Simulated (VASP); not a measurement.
# Sb (Fm-3m) in VASP: further runs

Aim: see how the results for Sb move with the level of theory and the settings. Levels: HSE06, PBE0. Tasks: single point.

All numbers are computed with VASP 6.6.1; they aren't measurements. Logs are shortened: lines on timing, memory, paths and dates and some standing lists are left out, and cuts for length are marked.

### Step 1. The cell of the first run

Symmetry: Fm-3m, No. 225, cubic system. Conventional cell: a = 4.742 Å, b = 4.742 Å, c = 4.742 Å, α = 90.00°, β = 90.00°, γ = 90.00°. Sb (site symmetry m-3m) has 12 Sb at 3.35 Å within 4.4 Å.

This isn't the form of Sb at room conditions, which is rhombohedral.

### Step 2. Single point, HSE06

The input, POSCAR:

```
Sb
1.0
    0.0000000000      2.3712425216      2.3712425216
    2.3712425216      0.0000000000      2.3712425216
    2.3712425216      2.3712425216      0.0000000000
Sb
1
Direct
    0.0000000000      0.0000000000      0.0000000000
```

The input, INCAR.step1:

```
ALGO = Normal
EDIFF = 1E-5
ENCUT = 520
GGA = PE
ISIF = 2
ISMEAR = -1
LASPH = T
LCHARG = F
LREAL = F
LWAVE = T
NBANDS = 8
NELM = 80
PREC = Accurate
SIGMA = 0.05
```

The input, INCAR.step2:

```
ALGO = Normal
EDIFF = 1E-7
ENCUT = 520
GGA = PE
HFSCREEN = 0.2079
ISIF = 2
ISMEAR = -1
ISTART = 1
LASPH = T
LCHARG = F
LHFCALC = T
LREAL = F
LWAVE = F
NBANDS = 8
NELM = 80
PREC = Accurate
PRECFOCK = Normal
SIGMA = 0.05
```

The input, KPOINTS:

```
k-points
0
Gamma
  8 8 8
```

Potentials or basis: VASP PAW PBE potentials, release 64 (Sb).

Started as:

```bash
cat potpaw_PBE.64/Sb/POTCAR > POTCAR
cp INCAR.step1 INCAR
mpirun -np 1 vasp_std > vasp.out
cp INCAR.step2 INCAR
mpirun -np 1 vasp_std > vasp.out
```

OUTCAR:

```text
EDIFF = 1E-7
   ENCUT = 520
   GGA = PE
   HFSCREEN = 0.2079
   ISIF = 2
   ISMEAR = -1
   ISTART = 1
   LASPH = T
   LHFCALC = T
   LREAL = F
   NELM = 80
   PREC = Accurate
   PRECFOCK = Normal

 ion  position               nearest neighbor table
   1  0.000  0.000  0.000-

  LATTYP: Found a face centered cubic cell.
 ALAT       =     4.7424850432

  Lattice vectors:

 A1 = (   0.0000000000,   2.3712425216,   2.3712425216)
 A2 = (   2.3712425216,   0.0000000000,   2.3712425216)
 A3 = (   2.3712425216,   2.3712425216,   0.0000000000)

Analysis of symmetry for initial positions (statically):
=====================================================================
 Subroutine PRICEL returns:
 Original cell was already a primitive cell.

 Routine SETGRP: Setting up the symmetry group for a
 face centered cubic supercell.

 Subroutine GETGRP returns: Found 48 space group operations
 (whereof 48 operations were pure point group operations)
 out of a pool of 48 trial point group operations.

The static configuration has the point symmetry O_h .

Analysis of symmetry for dynamics (positions and initial velocities):
=====================================================================
 Subroutine PRICEL returns:
 Original cell was already a primitive cell.

 Routine SETGRP: Setting up the symmetry group for a
 face centered cubic supercell.

 Subroutine GETGRP returns: Found 48 space group operations
 (whereof 48 operations were pure point group operations)
 out of a pool of 48 trial point group operations.

The dynamic configuration has the point symmetry O_h .

 Subroutine INISYM returns: Found 48 space group operations
 (whereof 48 operations are pure point group operations),
 and found     1 'primitive' translations

----------------------------------------------------------------------------------------

                                     Primitive cell

  volume of cell :      26.6660

  direct lattice vectors                    reciprocal lattice vectors
     0.000000000  2.371242522  2.371242522    -0.210859916  0.210859916  0.210859916
     2.371242522  0.000000000  2.371242522     0.210859916 -0.210859916  0.210859916
     2.371242522  2.371242522  0.000000000     0.210859916  0.210859916 -0.210859916

  length of vectors
     3.353443334  3.353443334  3.353443334     0.365220089  0.365220089  0.365220089

  position of ions in fractional coordinates (direct lattice)
     0.000000000  0.000000000  0.000000000

  ion indices of the primitive-cell ions
   primitive index   ion index
                 1           1

----------------------------------------------------------------------------------------

 KPOINTS: k-points

Automatic generation of k-mesh.
 Grid dimensions read from file:
 generate k-points for:    8    8    8

 Generating k-lattice:

  Cartesian coordinates                     Fractional coordinates (reciprocal lattice)
    -0.026357490  0.026357490  0.026357490     0.125000000  0.000000000  0.000000000
     0.026357490 -0.026357490  0.026357490     0.000000000  0.125000000  0.000000000
     0.026357490  0.026357490 -0.026357490     0.000000000  0.000000000  0.125000000

  Length of vectors
     0.045652511  0.045652511  0.045652511

  Shift w.r.t. Gamma in fractional coordinates (k-lattice)
     0.000000000  0.000000000  0.000000000

 Subroutine IBZKPT returns following result:
 ===========================================

 Found     29 irreducible k-points:

 Following reciprocal coordinates:
            Coordinates               Weight
  0.000000  0.000000  0.000000      1.000000
  0.125000  0.000000  0.000000      8.000000
  0.250000  0.000000  0.000000      8.000000
  0.375000  0.000000  0.000000      8.000000
  0.500000  0.000000  0.000000      4.000000
  0.125000  0.125000  0.000000      6.000000
[... 16 lines left out ...]
  0.500000  0.250000  0.125000     48.000000
 -0.375000  0.250000  0.125000     24.000000
 [... further k-points ...]
   k-points           NKPTS =     29   k-points in BZ     NKDIM =    512   number of bands    NBANDS=      8
   number of dos      NEDOS =    301   number of ions     NIONS =      1
   total plane-waves  NPLWV =  21952
   dimension x,y,z NGX =    28 NGY =   28 NGZ =   28
   dimension x,y,z NGXF=    56 NGYF=   56 NGZF=   56
   ions per type =               1
   NGX,Y,Z   is equivalent  to a cutoff of  13.88, 13.88, 13.88 a.u.
   NGXF,Y,Z  is equivalent  to a cutoff of  27.76, 27.76, 27.76 a.u.
 SYSTEM =  unknown system
   PREC   = accura    normal or accurate (medium, high low for compatibility)
   ISTART =      1    job   : 0-new  1-cont  2-samecut
   ICHARG =      0    charge: 1-file 2-atom 10-const
   ISPIN  =      1    spin polarized calculation?
   LNONCOLLINEAR =      F non collinear calculations
   LSORBIT =      F    spin-orbit coupling
   LASPH  =      T    aspherical Exc in radial PAW
   ENCUT  =  520.0 eV  38.22 Ry    6.18 a.u.   6.24  6.24  6.24*2*pi/ulx,y,z
   NELM   =     80;   NELMIN=  2; NELMDL=  0     # of ELM steps
   EDIFF  = 0.1E-06   stopping-criterion for ELM
   LREAL  =      F    real-space projection
   EDIFFG = 0.1E-05   stopping-criterion for IOM
   NSW    =      0    number of steps for IOM
   IBRION =     -1    ionic relax: 0-MD 1-quasi-New 2-CG
   NFREE  =      0    steps in history (QN), initial steepest desc. (CG)
   ISIF   =      2    stress and relaxation
   ISYM   =      3    0-nonsym 1-usesym 2-fastsym
   POTIM  = 0.5000    time-step for ionic-motion
   TEBEG  =    0.0;   TEEND  =   0.0 temperature during run
   PSTRESS=    0.0 pullay stress
   NELECT =       5.0000    total number of electrons
   NUPDOWN=      -1.0000    fix difference up-down
   EMIN   =  10.00;   EMAX   =-10.00  energy-range for DOS
   EFERMI =   0.00;   METHOD = LEGACY
   ISMEAR =    -1;   SIGMA  =   0.05  broadening in eV -4-tet -1-fermi 0-gaus
   EFERMI_NEDOS =   21; number of points for ismear=-14 and -15
   IALGO  =     38    algorithm
   IMIX   =      1    mixing-type and parameters
     AMIX     =   0.40;   BMIX     =  1.00
     AMIX_MAG =   1.60;   BMIX_MAG =  1.00
  volume/ion in A,a.u.               =      26.67       179.95
  Fermi-wavevector in a.u.,A,eV,Ry     =   0.937013  1.770697 11.945820  0.877993
  Thomas-Fermi vector in A             =   2.064081
   LORBIT       =      0    0 simple, 1 ext, 2 COOP (PROOUT), +10 PAW based schemes
   GGA     = PE    functional components
   LHFCALC =     T    Hartree Fock is set to
   PRECFOCK=normal    Normal, Fast or Accurate (Low or Medium for compatibility)
   ENCUT4O =  -1.0   cutoff for four orbital integrals eV
   NKREDX  =     1    reduce k-point grid by
   NKREDY  =     1    reduce k-point grid by
   NKREDZ  =     1    reduce k-point grid by
   AEXX    =    0.2500 exact exchange contribution
   HFSCREEN=    0.2079 screening length (either q_TF or 0.3 A-1)
   HFSCREENC=   0.2079 screening length for correlation (either q_TF or 0.3 A-1)
   ENCUTFOCK=  -1.0 apply spherical cutoff to Coloumb kernel
   IVDW    =     0    specifies the selected vdW correction
   LEPSILON=     F    determine dielectric tensor
   LRPA    =     F    only Hartree local field effects (RPA)
 non-spin polarized calculation
  energy-cutoff  :      520.00
  volume of cell :       26.67
 maximum number of plane-waves:       730
 NGX is ok and might be reduce to    28
  NGX = 20; NGY = 20; NGZ = 20

 number of electron       5.0000000 magnetization

 Free energy of the ion-electron system (eV)
  ---------------------------------------------------
  ext. energy  EPLUGINS =         0.00000000
  ---------------------------------------------------
  free energy    TOTEN  =        -4.63759858 eV

  energy without entropy =       -4.62970728  energy(sigma->0) =       -4.63365293

 E-fermi :   8.4135     XC(G=0):  -8.5275

 val. band max:        8.2603941466   @ k =   0.5000   0.2500   0.1250
 cond. band min:       8.4509235761   @ k =  -0.3750   0.3750   0.1250
 fundamental gap:      0.1905294295
 Fermi energy:         8.4134801740

 k-point     1 :       0.0000    0.0000    0.0000
  band No.  band energies     occupation
      1      -5.9791      2.00000
      2      14.6098      0.00000
      3      14.6098      0.00000
      4      14.6098      0.00000
      5      19.1646      0.00000
      6      19.1646      0.00000
      7      19.1646      0.00000
      8      19.6838      0.00000

 k-point     2 :       0.1250    0.0000    0.0000
  band No.  band energies     occupation
      1      -5.6358      2.00000
      2      11.8770      0.00000
      3      14.1805      0.00000
      4      14.1805      0.00000
      5      18.0362      0.00000
      6      19.8075      0.00000
      7      19.8075      0.00000
      8      22.0798      0.00000

 k-point     3 :       0.2500    0.0000    0.0000
  band No.  band energies     occupation
      1      -4.6160      2.00000
      2       7.6560      2.00000
      3      13.4382      0.00000
      4      13.4382      0.00000
      5      17.4712      0.00000
      6      19.6375      0.00000
      7      19.6375      0.00000
      8      21.0884      0.00000

 k-point     4 :       0.3750    0.0000    0.0000
  band No.  band energies     occupation
      1      -3.0059      2.00000
      2       3.8888      2.00000
      3      12.8962      0.00000
      4      12.8962      0.00000
      5      17.3253      0.00000
      6      18.6475      0.00000
      7      18.6475      0.00000
      8      19.6249      0.00000

 k-point     5 :       0.5000    0.0000    0.0000
  band No.  band energies     occupation
      1      -1.6950      2.00000
      2       1.8292      2.00000
      3      12.7061      0.00000
      4      12.7061      0.00000
      5      17.3844      0.00000
      6      18.2735      0.00000
      7      18.2735      0.00000
      8      19.0165      0.00000
[... 177 lines left out ...]
 k-point    22 :       0.3750    0.2500    0.1250
  band No.  band energies     occupation
      1      -3.7141      2.00000
      2       7.7391      2.00000
      3       9.1510      0.00000
      4      12.1043      0.00000
      5      17.3211      0.00000
      6      17.3718      0.00000
      7      20.6267      0.00000
      8      22.9385      0.00000

 k-point    23 :       0.5000    0.2500    0.1250
  band No.  band energies     occupation
      1      -2.1381      2.00000
      2       4.6979      2.00000
      3       8.2604      1.91057
      4      10.8250      0.00000
      5      16.9268      0.00000
      6      18.8664      0.00000
      7      20.5093      0.00000
      8      23.1620      0.00000

 k-point    24 :      -0.3750    0.2500    0.1250
  band No.  band energies     occupation
      1      -0.8988      2.00000
      2       2.7997      2.00000
      3       8.1894      1.97764
      4      10.2249      0.00000
      5      16.8555      0.00000
      6      18.5876      0.00000
      7      22.6554      0.00000
      8      23.3103      0.00000

 [... further k-points ...]

------------------------ aborting loop because EDIFF is reached ----------------------------------------

  FORCE on cell =-STRESS in cart. coord.  units (eV):
  Direction    XX          YY          ZZ          XY          YZ          ZX
  --------------------------------------------------------------------------------------
  -------------------------------------------------------------------------------------
  Total       -0.0756663     -0.0756663     -0.0756663     -0.0000000     -0.0000000      0.0000000
  in kB       -4.5462691     -4.5462691     -4.5462691     -0.0000000     -0.0000000      0.0000000
  external PRESSURE =      -4.5462691 kB  Pullay stress =       0.0000000 kB

 VOLUME and BASIS-vectors are now :
 -----------------------------------------------------------------------------
  energy-cutoff  :      520.00
  volume of cell :       26.67
      direct lattice vectors                 reciprocal lattice vectors
     0.000000000  2.371242522  2.371242522    -0.210859916  0.210859916  0.210859916
     2.371242522  0.000000000  2.371242522     0.210859916 -0.210859916  0.210859916
     2.371242522  2.371242522  0.000000000     0.210859916  0.210859916 -0.210859916

 POSITION                                       TOTAL-FORCE (eV/Angst)
 -----------------------------------------------------------------------------------
      0.00000      0.00000      0.00000         0.000000      0.000000      0.000000
 -----------------------------------------------------------------------------------
    total drift:                               -0.000001     -0.000001     -0.000001

  FREE ENERGIE OF THE ION-ELECTRON SYSTEM (eV)
  ---------------------------------------------------
  free  energy   TOTEN  =        -4.6375985817 eV

  energy  without entropy=       -4.6297072784  energy(sigma->0) =       -4.63365293
```

Run time: 19 min. Hardware: 1 thread of Intel Xeon Platinum 8559C (Emerald Rapids), shared host; peak memory 0.27 GiB.

What came out:

| Quantity | Value |
| --- | --- |
| Free energy | -4.6376 eV |
| Pressure | -0.5 GPa |
| Band gap on the k mesh | zero (an odd number of electrons rules out a gap without spin polarisation) |

Caveat: the PAW data sets were made with another functional, which shifts forces and pressure a little; spin-orbit coupling is left out, which moves the levels of the heavy elements.

### Step 3. Single point, PBE0

POSCAR is that of step 2.

The input, INCAR.step1:

```
SYSTEM = Sb
  PREC = Accurate
  ENCUT = 520
  EDIFF = 1E-5
  ISMEAR = -1
  SIGMA = 0.05
  LREAL = .False.
  LASPH = .True.
  NELM = 100
  ALGO = Normal
  ISIF = 2
  LWAVE = .True.
  GGA = PE
  NBANDS = 8
```

The input, INCAR.step2:

```
SYSTEM = Sb
  PREC = Accurate
  ENCUT = 520
  EDIFF = 1E-7
  ISMEAR = -1
  SIGMA = 0.05
  LREAL = .False.
  LASPH = .True.
  NELM = 100
  ALGO = Normal
  ISIF = 2
  LWAVE = .False.
  LCHARG = .True.
  GGA = PE
  LHFCALC = .True.
  AEXX = 0.25
  PRECFOCK = Normal
  LELF = .True.
  LVHAR = .True.
  ISTART = 1
  NBANDS = 8
```

The input, KPOINTS:

```
regular mesh
0
Gamma
  8 8 8
  0 0 0
```

Potentials or basis: VASP PAW PBE potentials, release 64 (Sb).

Started as:

```bash
cat potpaw_PBE.64/Sb/POTCAR > POTCAR
cp INCAR.step1 INCAR
mpirun -np 1 vasp_std > vasp.out
cp INCAR.step2 INCAR
mpirun -np 1 vasp_std > vasp.out
```

It took 19 min on 1 thread of Intel Xeon Platinum 8559C (Emerald Rapids), shared host; peak memory 0.18 GiB.

The run converged. Its results:

```yaml
Free_energy: -5.1602 eV
Pressure: -0.6 GPa
Band_gap_on_the_k_mesh: zero (an odd number of electrons rules out a gap without spin polarisation)
```

Levels at points of the mesh, in eV from the Fermi level:
```csv
k point,band 1,band 2,band 3,band 4,band 5,band 6,band 7
"(0.00, 0.00, 0.00)",-14.94,6.50,6.50,6.50,11.03,11.03,11.03
"(0.50, 0.00, 0.00)",-10.64,-7.13,4.57,4.57,9.23,10.13,10.13
"(0.50, 0.50, 0.00)",-8.74,-6.10,0.72,0.72,4.87,5.26,18.70
```

Caveat: the PAW data sets were made with another functional, which shifts forces and pressure a little; spin-orbit coupling is left out, which moves the levels of the heavy elements.
